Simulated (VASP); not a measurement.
# Ti (Im-3m) in VASP: further runs

The runs below take Ti through single point, relaxation of cell and atoms, with BLYP+D3(BJ), LDA, PBEsol.

All numbers are computed with VASP 6.6.1; they aren't measurements. Logs are shortened: lines on timing, memory, paths and dates and some standing lists are left out, and cuts for length are marked.

### Step 1. The cell of the first run

Symmetry: Im-3m, No. 229, cubic system. Conventional cell: a = 3.130 Å, b = 3.130 Å, c = 3.130 Å, α = 90.00°, β = 90.00°, γ = 90.00°. Ti (site symmetry m-3m) has 14 Ti at 2.71 to 3.13 Å within 3.6 Å.

### Step 2. Single point, BLYP+D3(BJ)

File INCAR:

```
  PREC = Accurate
  ENCUT = 520
  EDIFF = 1E-6
  ISMEAR = 1
  SIGMA = 0.1
  LREAL = False
  LASPH = True
  NELM = 100
  ALGO = Normal
  ISIF = 2
  LWAVE = False
  LCHARG = False
  GGA = B5
  ALDAX = 1.0
  AGGAX = 1.0
  AGGAC = 1.0
  ALDAC = 0.0
  IVDW = 12
  VDW_S6 = 1.0
  VDW_S8 = 2.6996
  VDW_A1 = 0.4298
  VDW_A2 = 4.2359
  NBANDS = 12
```

File KPOINTS:

```
regular mesh
0
Gamma
  13 13 13
```

File POSCAR:

```
Ti
1.0
   -1.5647750448      1.5647750448      1.5647750448
    1.5647750448     -1.5647750448      1.5647750448
    1.5647750448      1.5647750448     -1.5647750448
Ti
1
Direct
    0.0000000000      0.0000000000      0.0000000000
```

Potentials or basis: VASP PAW PBE potentials, release 64 (Ti_sv).

Command:

```sh
> cat potpaw_PBE.64/Ti_sv/POTCAR > POTCAR
> mpirun -np 1 vasp_std > vasp.out
```

OUTCAR:

```text
PREC = Accurate
   ENCUT = 520
   EDIFF = 1E-6
   ISMEAR = 1
   LREAL = False
   LASPH = True
   NELM = 100
   ISIF = 2
   GGA = B5
   IVDW = 12
 IVDW          = 12

 ion  position               nearest neighbor table
   1  0.000  0.000  0.000-

  LATTYP: Found a body centered cubic cell.
 ALAT       =     3.1295500896

  Lattice vectors:

 A1 = (  -1.5647750448,   1.5647750448,   1.5647750448)
 A2 = (   1.5647750448,  -1.5647750448,   1.5647750448)
 A3 = (   1.5647750448,   1.5647750448,  -1.5647750448)

Analysis of symmetry for initial positions (statically):
=====================================================================
 Subroutine PRICEL returns:
 Original cell was already a primitive cell.

 Routine SETGRP: Setting up the symmetry group for a
 body centered cubic supercell.

 Subroutine GETGRP returns: Found 48 space group operations
 (whereof 48 operations were pure point group operations)
 out of a pool of 48 trial point group operations.

The static configuration has the point symmetry O_h .

Analysis of symmetry for dynamics (positions and initial velocities):
=====================================================================
 Subroutine PRICEL returns:
 Original cell was already a primitive cell.

 Routine SETGRP: Setting up the symmetry group for a
 body centered cubic supercell.

 Subroutine GETGRP returns: Found 48 space group operations
 (whereof 48 operations were pure point group operations)
 out of a pool of 48 trial point group operations.

The dynamic configuration has the point symmetry O_h .

 Subroutine INISYM returns: Found 48 space group operations
 (whereof 48 operations are pure point group operations),
 and found     1 'primitive' translations

----------------------------------------------------------------------------------------

                                     Primitive cell

  volume of cell :      15.3255

  direct lattice vectors                    reciprocal lattice vectors
    -1.564775045  1.564775045  1.564775045     0.000000000  0.319534748  0.319534748
     1.564775045 -1.564775045  1.564775045     0.319534748  0.000000000  0.319534748
     1.564775045  1.564775045 -1.564775045     0.319534748  0.319534748  0.000000000

  length of vectors
     2.710269880  2.710269880  2.710269880     0.451890375  0.451890375  0.451890375

  position of ions in fractional coordinates (direct lattice)
     0.000000000  0.000000000  0.000000000

  ion indices of the primitive-cell ions
   primitive index   ion index
                 1           1

----------------------------------------------------------------------------------------

 KPOINTS: regular mesh

Automatic generation of k-mesh.
 Grid dimensions read from file:
 generate k-points for:   13   13   13

 Generating k-lattice:

  Cartesian coordinates                     Fractional coordinates (reciprocal lattice)
     0.000000000  0.024579596  0.024579596     0.076923077  0.000000000  0.000000000
     0.024579596  0.000000000  0.024579596     0.000000000  0.076923077  0.000000000
     0.024579596  0.024579596  0.000000000     0.000000000  0.000000000  0.076923077

  Length of vectors
     0.034760798  0.034760798  0.034760798

  Shift w.r.t. Gamma in fractional coordinates (k-lattice)
     0.000000000  0.000000000  0.000000000

 Subroutine IBZKPT returns following result:
 ===========================================

 Found     84 irreducible k-points:

 Following reciprocal coordinates:
            Coordinates               Weight
  0.000000  0.000000  0.000000      1.000000
  0.076923  0.000000  0.000000     12.000000
  0.153846  0.000000  0.000000     12.000000
  0.230769  0.000000  0.000000     12.000000
  0.307692  0.000000  0.000000     12.000000
  0.384615  0.000000  0.000000     12.000000
[... 16 lines left out ...]
  0.153846  0.076923  0.076923     24.000000
  0.230769  0.076923  0.076923     24.000000
 [... further k-points ...]
   k-points           NKPTS =     84   k-points in BZ     NKDIM =     84   number of bands    NBANDS=     12
   number of dos      NEDOS =    301   number of ions     NIONS =      1
   total plane-waves  NPLWV =   8000
   dimension x,y,z NGX =    20 NGY =   20 NGZ =   20
   dimension x,y,z NGXF=    40 NGYF=   40 NGZF=   40
   ions per type =               1
   NGX,Y,Z   is equivalent  to a cutoff of  12.27, 12.27, 12.27 a.u.
   NGXF,Y,Z  is equivalent  to a cutoff of  24.54, 24.54, 24.54 a.u.
 SYSTEM =  unknown system
   PREC   = accura    normal or accurate (medium, high low for compatibility)
   ISTART =      0    job   : 0-new  1-cont  2-samecut
   ICHARG =      2    charge: 1-file 2-atom 10-const
   ISPIN  =      1    spin polarized calculation?
   LNONCOLLINEAR =      F non collinear calculations
   LSORBIT =      F    spin-orbit coupling
   LASPH  =      T    aspherical Exc in radial PAW
   ENCUT  =  520.0 eV  38.22 Ry    6.18 a.u.   5.04  5.04  5.04*2*pi/ulx,y,z
   NELM   =    100;   NELMIN=  2; NELMDL= -5     # of ELM steps
   EDIFF  = 0.1E-05   stopping-criterion for ELM
   LREAL  =      F    real-space projection
   EDIFFG = 0.1E-04   stopping-criterion for IOM
   NSW    =      0    number of steps for IOM
   IBRION =     -1    ionic relax: 0-MD 1-quasi-New 2-CG
   NFREE  =      0    steps in history (QN), initial steepest desc. (CG)
   ISIF   =      2    stress and relaxation
   ISYM   =      2    0-nonsym 1-usesym 2-fastsym
   POTIM  = 0.5000    time-step for ionic-motion
   TEBEG  =    0.0;   TEEND  =   0.0 temperature during run
   PSTRESS=    0.0 pullay stress
   NELECT =      12.0000    total number of electrons
   NUPDOWN=      -1.0000    fix difference up-down
   EMIN   =  10.00;   EMAX   =-10.00  energy-range for DOS
   EFERMI =   0.00;   METHOD = LEGACY
   ISMEAR =     1;   SIGMA  =   0.10  broadening in eV -4-tet -1-fermi 0-gaus
   EFERMI_NEDOS =   21; number of points for ismear=-14 and -15
   IALGO  =     38    algorithm
   IMIX   =      4    mixing-type and parameters
     AMIX     =   0.40;   BMIX     =  1.00
     AMIX_MAG =   1.60;   BMIX_MAG =  1.00
  volume/ion in A,a.u.               =      15.33       103.42
  Fermi-wavevector in a.u.,A,eV,Ry     =   1.508910  2.851426 30.977873  2.276809
  Thomas-Fermi vector in A             =   2.619302
   LORBIT       =      0    0 simple, 1 ext, 2 COOP (PROOUT), +10 PAW based schemes
   GGA     = B5    functional components
   LHFCALC =     F    Hartree Fock is set to
   AEXX    =    0.0000 exact exchange contribution
   IVDW    =    12    specifies the selected vdW correction
   LEPSILON=     F    determine dielectric tensor
   LRPA    =     F    only Hartree local field effects (RPA)
 non-spin polarized calculation
 Methfessel and Paxton  Order N= 1 SIGMA  =   0.10
  energy-cutoff  :      520.00
  volume of cell :       15.33
 maximum number of plane-waves:       422
   NGX =  9   NGY =  9   NGZ =  9

 number of electron      11.9999992 magnetization

 Free energy of the ion-electron system (eV)
  ---------------------------------------------------
  ext. energy  EPLUGINS =         0.00000000
  ---------------------------------------------------
  free energy    TOTEN  =        -6.54727751 eV

  energy without entropy =       -6.54491388  energy(sigma->0) =       -6.54648963

 E-fermi :   9.9468     XC(G=0): -11.5431

 val. band max:        9.9397756433   @ k =  -0.3846  -0.4615   0.0769
 cond. band min:       9.9711795117   @ k =   0.2308   0.0769   0.0000
 fundamental gap:      0.0314038685
 Fermi energy:         9.9467838706

 k-point     1 :       0.0000    0.0000    0.0000
  band No.  band energies     occupation
      1     -46.1806      2.00000
      2     -22.0205      2.00000
      3     -22.0205      2.00000
      4     -22.0205      2.00000
      5       3.9518      2.00000
      6      10.9414     -0.00000
      7      10.9414     -0.00000
      8      10.9414     -0.00000
      9      12.9656      0.00000
     10      12.9656      0.00000
     11      28.4379      0.00000
     12      28.4379      0.00000

 k-point     2 :       0.0769    0.0000    0.0000
  band No.  band energies     occupation
      1     -46.1682      2.00000
      2     -22.0810      2.00000
      3     -22.0386      2.00000
      4     -22.0210      2.00000
      5       4.1789      2.00000
      6      10.8337     -0.00000
      7      10.9113     -0.00000
      8      11.1138     -0.00000
      9      12.8400      0.00000
     10      12.9722      0.00000
     11      28.2299      0.00000
     12      28.4429      0.00000

 k-point     3 :       0.1538    0.0000    0.0000
  band No.  band energies     occupation
      1     -46.1337      2.00000
      2     -22.2466      2.00000
      3     -22.0884      2.00000
      4     -22.0225      2.00000
      5       4.8207      2.00000
      6      10.5477     -0.00000
      7      10.7575     -0.00000
      8      11.6119     -0.00000
      9      12.6320      0.00000
     10      13.0002      0.00000
     11      27.4148      0.00000
     12      28.1618      0.00000
[... 286 lines left out ...]
 k-point    23 :       0.1538    0.0769    0.0769
  band No.  band energies     occupation
      1     -46.0688      2.00000
      2     -22.5494      2.00000
      3     -22.1377      2.00000
      4     -22.0694      2.00000
      5       6.1245      2.00000
      6      10.0033      0.19215
      7      10.0704     -0.07088
      8      12.7604      0.00000
      9      12.9900      0.00000
     10      13.0193      0.00000
     11      25.7874      0.00000
     12      26.4412      0.00000

 k-point    24 :       0.2308    0.0769    0.0769
  band No.  band energies     occupation
      1     -46.0212      2.00000
      2     -22.7333      2.00000
      3     -22.2319      2.00000
      4     -22.0762      2.00000
      5       7.0431      2.00000
      6       9.6555      2.00030
      7       9.9159      1.49603
      8      12.8486      0.00000
      9      13.1807      0.00000
     10      13.9806      0.00000
     11      23.7812      0.00000
     12      25.4175      0.00000

 [... further k-points ...]

------------------------ aborting loop because EDIFF is reached ----------------------------------------

 Edisp (eV)   -1.62088

 E8    (eV) :    -1.2380

  FORCE on cell =-STRESS in cart. coord.  units (eV):
  Direction    XX          YY          ZZ          XY          YZ          ZX
  --------------------------------------------------------------------------------------
  -------------------------------------------------------------------------------------
  Total      -0.01312    -0.01312    -0.01312     0.00000    -0.00000    -0.00000
  in kB      -1.37160    -1.37160    -1.37160     0.00000    -0.00000    -0.00000
  external pressure =       -1.37 kB  Pullay stress =        0.00 kB

 VOLUME and BASIS-vectors are now :
 -----------------------------------------------------------------------------
  energy-cutoff  :      520.00
  volume of cell :       15.33
      direct lattice vectors                 reciprocal lattice vectors
    -1.564775045  1.564775045  1.564775045     0.000000000  0.319534748  0.319534748
     1.564775045 -1.564775045  1.564775045     0.319534748  0.000000000  0.319534748
     1.564775045  1.564775045 -1.564775045     0.319534748  0.319534748  0.000000000

 POSITION                                       TOTAL-FORCE (eV/Angst)
 -----------------------------------------------------------------------------------
      0.00000      0.00000      0.00000         0.000000      0.000000     -0.000000
 -----------------------------------------------------------------------------------
    total drift:                                0.000000     -0.000000      0.000000

  FREE ENERGIE OF THE ION-ELECTRON SYSTEM (eV)
  ---------------------------------------------------
  free  energy   TOTEN  =        -8.1681586629 eV

  energy  without entropy=       -8.1657950330  energy(sigma->0) =       -8.16737079
```

Wall time 20 s (1 thread of AMD EPYC 7R43 (Zen 3), shared host); peak memory 0.1 GiB.

What came out:

| Property | Result |
| --- | --- |
| Free energy | -8.1682 eV |
| Pressure | -0.1 GPa |
| Band gap on the k mesh | zero (band 6 reaches 10.94 eV, above the bottom of band 7 at 9.38 eV) |
| Dispersion energy per atom | -1.621 eV |

Levels at points of the mesh, in eV from the Fermi level:
```tsv
k point	band 3	band 4	band 5	band 6	band 7	band 8	band 9	band 10
(0.00, 0.00, 0.00)	-31.97	-31.97	-5.99	0.99	0.99	0.99	3.02	3.02
```

Caveat: the PAW data sets were made with another functional, which shifts forces and pressure a little; pairwise dispersion overbinds metals, which lowers pressure and volume.

### Step 3. Single point, LDA

This run uses another cell than the first one, of 15.87 Å³/atom, 1.036 times its volume.

File INCAR:

```
SYSTEM = Ti
PREC = Accurate
ENCUT = 520
EDIFF = 1E-6
ISMEAR = 1
SIGMA = 0.1
LREAL = .False.
LASPH = .True.
NELM = 60
ALGO = Normal
ISIF = 2
LWAVE = .False.
LCHARG = .True.
LELF = .True.
LVHAR = .True.
NBANDS = 12
```

File KPOINTS:

```
Automatic mesh
0
Gamma
  13 13 13
  0 0 0
```

File POSCAR:

```
Ti
1.0
   -1.5831961931      1.5831961931      1.5831961931
    1.5831961931     -1.5831961931      1.5831961931
    1.5831961931      1.5831961931     -1.5831961931
Ti
1
Direct
    0.0000000000      0.0000000000      0.0000000000
```

Potentials or basis: VASP PAW LDA potentials, release 64 (Ti_sv).

Command:

```sh
> cat potpaw_LDA.64/Ti_sv/POTCAR > POTCAR
> mpirun -np 1 vasp_std > vasp.out
```

Run time: 15 s. Hardware: 1 thread of AMD EPYC 7R43 (Zen 3), shared host; peak memory 0.09 GiB.

Results (log left out):

* Free energy: -8.4606 eV
* Pressure: -0.1 GPa
* Band gap on the k mesh: zero (band 6 reaches 9.83 eV, above the bottom of band 7 at 8.28 eV)

Levels at points of the mesh, in eV from the Fermi level:
```csv
k point,band 3,band 4,band 5,band 6,band 7,band 8,band 9,band 10
"(0.00, 0.00, 0.00)",-31.78,-31.78,-6.05,1.01,1.01,1.01,3.00,3.00
```

[end of part 1 of 2]
